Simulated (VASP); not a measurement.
# BIr12 in VASP: notebook, part 2 of 2

VASP 6.6.1. The steps go on from the part before.

## (4) Single point, PBE

Contents of INCAR:

```
SYSTEM = BIr12
ALGO = Normal
EDIFF = 1E-6
ENCUT = 520
GGA = PE
ISIF = 2
ISMEAR = 0
LASPH = .TRUE.
LCHARG = .FALSE.
LREAL = .FALSE.
LWAVE = .FALSE.
NBANDS = 68
NELM = 80
PREC = Accurate
SIGMA = 0.05
```

Contents of KPOINTS:

```
k-points
0
G
  4 4 1
  0 0 0
```

Contents of POSCAR:

```
BIr12
1.0
    5.4305800000      0.0000000000      0.0000000000
    2.7152900000      4.7030200000      0.0000000000
    0.0000000000      0.0000000000     15.4340500000
Ir B
12 1
Direct
    0.1666667000      0.1666667000      0.0647918000
    0.6666667000      0.1666667000      0.0647918000
    0.1666667000      0.6666667000      0.0647918000
    0.6666667000      0.6666667000      0.0647918000
   -0.1664952297      0.3329889752      0.2068848440
    0.3333311251      0.3333326442      0.2054999848
   -0.1664929402      0.8335062226      0.2068909242
    0.3329914052      0.8335031745      0.2068813559
    0.0000146829      0.0000020887      0.3472143395
    0.4973294204      0.0053675299      0.3556220762
    0.0053741197      0.4973202207      0.3556228500
    0.4973249453      0.4973131360      0.3556259828
    0.6666541201      0.6666629901      0.4382494993
```

Started as:

```bash
> cat potpaw_PBE.64/Ir/POTCAR potpaw_PBE.64/B/POTCAR > POTCAR
> mpirun -np 1 vasp_std > vasp.out
```

Run time: 9.4 min. Hardware: 1 thread of Intel Xeon 6975P-C (Granite Rapids), shared host; peak memory 0.55 GiB.

The run converged. Its results:

- Free energy: -105.1896 eV
- Largest force: 0.366 eV/Å

Forces in eV/Å, atoms in the order of the input:
```
Ir  -0.089 -0.051 -0.170
Ir   0.089 -0.051 -0.170
Ir   0.000  0.103 -0.170
Ir   0.000  0.000  0.366
Ir   0.000  0.012  0.021
Ir   0.000  0.000 -0.010
Ir  -0.010 -0.006  0.020
Ir   0.010 -0.006  0.021
Ir   0.000  0.000  0.012
Ir   0.000  0.076 -0.020
Ir   0.066 -0.038 -0.020
Ir  -0.066 -0.038 -0.021
B    0.001  0.000  0.140
```

Levels at points of the mesh, in eV from the Fermi level:
| k point | band 53 | band 54 | band 55 | band 56 | band 57 | band 58 | band 59 | band 60 |
| --- | --- | --- | --- | --- | --- | --- | --- | --- |
| (0.00, 0.00, 0.00) | 0.37 | 0.51 | 0.55 | 0.55 | 0.80 | 0.80 | 1.01 | 1.08 |
| (0.50, 0.00, 0.00) | -0.98 | -0.74 | -0.63 | -0.54 | -0.48 | -0.30 | 0.09 | 0.27 |
| (0.50, 0.50, 0.00) | -0.98 | -0.74 | -0.63 | -0.54 | -0.48 | -0.30 | 0.09 | 0.27 |
| (0.00, 0.50, 0.00) | -0.98 | -0.74 | -0.63 | -0.54 | -0.48 | -0.30 | 0.09 | 0.27 |

Caveat: spin-orbit coupling is left out, which moves the levels of the heavy elements.

## (5) Single point, PBE

Contents of INCAR:

```
PREC = Accurate
ENCUT = 520
EDIFF = 1E-6
ISMEAR = 0
SIGMA = 0.05
LREAL = False
LASPH = True
NELM = 60
ALGO = Normal
ISIF = 2
LWAVE = False
LCHARG = True
GGA = PE
LELF = True
LVHAR = True
NBANDS = 68
```

Contents of KPOINTS:

```
regular mesh
0
Gamma
  4 4 1
```

Contents of POSCAR:

```
BIr12
1.0
    5.4305800000      0.0000000000      0.0000000000
    2.7152900000      4.7030200000      0.0000000000
    0.0000000000      0.0000000000     15.4340500000
Ir B
12 1
Direct
    0.1666666312      0.1666667375      0.0647918077
    0.6666666312      0.1666667375      0.0647918077
    0.1666666312      0.6666667375      0.0647918077
    0.6666666312      0.6666667375      0.0647918077
   -0.1664952444      0.3329890156      0.2068848423
    0.3333311097      0.3333326246      0.2054999822
   -0.1664928718      0.8335061301      0.2068909327
    0.3329913606      0.8335031533      0.2068813435
    0.0000145890      0.0000021263      0.3472143086
    0.4973294508      0.0053676149      0.3556220823
    0.0053740753      0.4973202325      0.3556228598
    0.4973248527      0.4973132158      0.3556259699
    0.6666541818      0.6666629102      0.4382495197
```

Potentials or basis: VASP PAW PBE potentials, release 64 (Ir, B).

Started as:

```bash
> cat potpaw_PBE.64/Ir/POTCAR potpaw_PBE.64/B/POTCAR > POTCAR
> mpirun -np 1 vasp_std > vasp.out
```

OUTCAR:

```text
PREC = Accurate
   ENCUT = 520
   EDIFF = 1E-6
   ISMEAR = 0
   LREAL = False
   LASPH = True
   NELM = 60
   ISIF = 2
   GGA = PE

 ion  position               nearest neighbor table
   1  0.167  0.167  0.065-   6 2.68   8 2.70   5 2.70   3 2.72   3 2.72   4 2.72   4 2.72   2 2.72
                             2 2.72
   2  0.667  0.167  0.065-   6 2.68   5 2.70   7 2.70   4 2.72   3 2.72   4 2.72   3 2.72   1 2.72
                             1 2.72
   3  0.167  0.667  0.065-   6 2.68   8 2.70   7 2.70   1 2.72   1 2.72   2 2.72   2 2.72   4 2.72
[... 931 lines left out ...]
 -----------------------------------------------------------------------------
  energy-cutoff  :      520.00
  volume of cell :      394.19
      direct lattice vectors                 reciprocal lattice vectors
     5.430580000  0.000000000  0.000000000     0.184142394 -0.106314666  0.000000000
     2.715290000  4.703020000  0.000000000     0.000000000  0.212629332  0.000000000
     0.000000000  0.000000000 15.434050000     0.000000000  0.000000000  0.064791808

 POSITION                                       TOTAL-FORCE (eV/Angst)
 -----------------------------------------------------------------------------------
      1.35764      0.78384      1.00000        -0.088952     -0.051291     -0.169872
      4.07293      0.78384      1.00000         0.088889     -0.051433     -0.169569
      2.71529      3.13535      1.00000        -0.000155      0.102670     -0.169639
      5.43058      3.13535      1.00000         0.000214      0.000010      0.365713
      5.43058      1.56605      3.19307         0.000088      0.011931      0.021060
      2.71528      1.56767      3.17170         0.000130      0.000012     -0.010335
      6.78964      3.92000      3.19316        -0.010399     -0.006018      0.020471
      4.07154      3.91998      3.19302         0.010340     -0.005887      0.021337
      0.00009      0.00001      5.35892        -0.000117     -0.000067      0.012469
      2.71536      0.02524      5.48869        -0.000060      0.076333     -0.020339
      1.37955      2.33891      5.48870         0.066003     -0.038094     -0.020242
      4.05111      2.33887      5.48875        -0.066484     -0.038311     -0.021015
      5.43050      3.13533      6.76396         0.000502      0.000145      0.139959
 -----------------------------------------------------------------------------------
    total drift:                               -0.000037      0.000045     -0.000406

  FREE ENERGIE OF THE ION-ELECTRON SYSTEM (eV)
  ---------------------------------------------------
  free  energy   TOTEN  =      -105.1895508755 eV

  energy  without entropy=     -105.1641374932  energy(sigma->0) =     -105.17684418
```

OSZICAR:

```text
N       E                     dE             d eps       ncg     rms          rms(c)
DAV:   1     0.111945537449E+04    0.11195E+04   -0.45683E+04  1360   0.145E+03
DAV:   2     0.454360511322E+01   -0.11149E+04   -0.10487E+04  1360   0.444E+02
DAV:   3    -0.106061781198E+03   -0.11061E+03   -0.10104E+03  1848   0.127E+02
[... 23 lines left out ...]
DAV:  27    -0.105189524154E+03   -0.30147E-04   -0.41754E-06  1252   0.103E-02    0.161E-02
DAV:  28    -0.105189535106E+03   -0.10952E-04   -0.18592E-06  1056   0.912E-03    0.184E-02
DAV:  29    -0.105189540019E+03   -0.49126E-05   -0.86093E-07   856   0.766E-03    0.177E-02
DAV:  30    -0.105189546196E+03   -0.61771E-05   -0.18978E-06  1124   0.673E-03    0.769E-03
DAV:  31    -0.105189550150E+03   -0.39539E-05   -0.14231E-06   964   0.522E-03    0.314E-03
DAV:  32    -0.105189550876E+03   -0.72597E-06   -0.45606E-07   800   0.435E-03
   1 F= -.10518955E+03 E0= -.10517684E+03  d E =-.254134E-01
```

stdout:

```text
POSCAR found type information on POSCAR IrB
 POSCAR found :  2 types and      13 ions
 scaLAPACK will be used
 LDA part: xc-table for (Slater+PW92), standard interpolation
 POSCAR, INCAR and KPOINTS ok, starting setup
 FFT: planning ... GRIDC
 FFT: planning ... GRID_SOFT
 FFT: planning ... GRID
 WAVECAR not read
 entering main loop
```

Wall time 9.3 min (1 thread of Intel Xeon 6975P-C (Granite Rapids), shared host); peak memory 0.55 GiB.

What came out:

| Quantity | Value |
| --- | --- |
| Free energy | -105.1896 eV |
| Largest force | 0.366 eV/Å |

Forces on the atoms (eV/Å):
```
Ir  -0.089 -0.051 -0.170
Ir   0.089 -0.051 -0.170
Ir   0.000  0.103 -0.170
Ir   0.000  0.000  0.366
Ir   0.000  0.012  0.021
Ir   0.000  0.000 -0.010
Ir  -0.010 -0.006  0.020
Ir   0.010 -0.006  0.021
Ir   0.000  0.000  0.012
Ir   0.000  0.076 -0.020
Ir   0.066 -0.038 -0.020
Ir  -0.066 -0.038 -0.021
B    0.001  0.000  0.140
```

Caveat: spin-orbit coupling is left out, which moves the levels of the heavy elements.

## (6) Single point, PBE

Contents of INCAR:

```
PREC     = Accurate       # precision mode
ENCUT    = 420            # plane-wave cutoff, eV
EDIFF    = 1E-6           # SCF threshold, eV
ISMEAR   = 0              # smearing method
SIGMA    = 0.05           # smearing width, eV
LREAL    = False          # projectors in reciprocal space
LASPH    = True           # aspherical terms in the spheres
NELM     = 120            # most SCF steps
ALGO     = Normal         # electronic algorithm
ISIF     = 2              # what is computed and relaxed
LWAVE    = False          # write WAVECAR
LCHARG   = True           # write CHGCAR
GGA      = PE             # functional
LELF     = True           # ELF
LVHAR    = True         
NBANDS   = 116            # bands
GGA_COMPAT= False        
NELMDL   = -8
```

Contents of KPOINTS:

```
Automatic mesh
0
Gamma
  4 4 1
```

Contents of POSCAR:

```
BIr12
1.0
    5.4305800000      0.0000000000      0.0000000000
    2.7152900000      4.7030200000      0.0000000000
    0.0000000000      0.0000000000     15.4340500000
Ir B
12 1
Direct
    0.1666666312      0.1666667375      0.0647918077
    0.6666666312      0.1666667375      0.0647918077
    0.1666666312      0.6666667375      0.0647918077
    0.6666666312      0.6666667375      0.0647918077
   -0.1585276819      0.3296271332      0.2083042364
    0.3386434007      0.3306460530      0.2072192328
   -0.1586060292      0.8290387878      0.2084566267
    0.3411452828      0.8293549677      0.2047461943
    0.0102099650     -0.0051460551      0.3549597805
    0.5222429400     -0.0006640414      0.3542582796
    0.0147576651      0.4925018392      0.3483228317
    0.5224293914      0.4779726644      0.3542312614
    0.3632284291      0.8180492535      0.4329377577
```

Potentials or basis: VASP PAW PBE potentials, release 64 (Ir_sv_GW, B).

Started as:

```bash
> cat potpaw_PBE.64/Ir_sv_GW/POTCAR potpaw_PBE.64/B/POTCAR > POTCAR
> mpirun -np 1 vasp_std > vasp.out
```

Run time: 11 min. Hardware: 1 thread of Intel Xeon 6975P-C (Granite Rapids), shared host; peak memory 0.47 GiB.

The run converged. Its results:

```yaml
Free_energy: -112.1892 eV
Largest_force: 0.257 eV/Å
```

Forces on the atoms (eV/Å):
```
Ir   0.041 -0.254  0.010
Ir   0.121 -0.074 -0.045
Ir   0.236  0.094  0.016
Ir  -0.094  0.059  0.034
Ir   0.005  0.010 -0.011
Ir   0.011 -0.006  0.022
Ir  -0.006 -0.015 -0.028
Ir  -0.006  0.006  0.032
Ir  -0.073  0.038 -0.002
Ir  -0.017  0.016 -0.004
Ir  -0.016  0.011  0.006
Ir  -0.026  0.011 -0.006
B   -0.176  0.104 -0.024
```

Levels at points of the mesh, in eV from the Fermi level:
```tsv
k point	band 101	band 102	band 103	band 104	band 105	band 106	band 107	band 108	band 109	band 110
(0.00, 0.00, 0.00)	0.38	0.43	0.57	0.68	0.79	0.84	1.05	1.08	1.08	1.33
(0.50, 0.00, 0.00)	-0.97	-0.72	-0.64	-0.55	-0.41	-0.30	0.11	0.23	0.59	0.69
(0.50, 0.50, 0.00)	-0.97	-0.70	-0.62	-0.56	-0.43	-0.34	0.12	0.26	0.62	0.73
(0.00, 0.50, 0.00)	-0.97	-0.70	-0.62	-0.57	-0.43	-0.34	0.13	0.26	0.62	0.73
```

Caveat: spin-orbit coupling is left out, which moves the levels of the heavy elements.
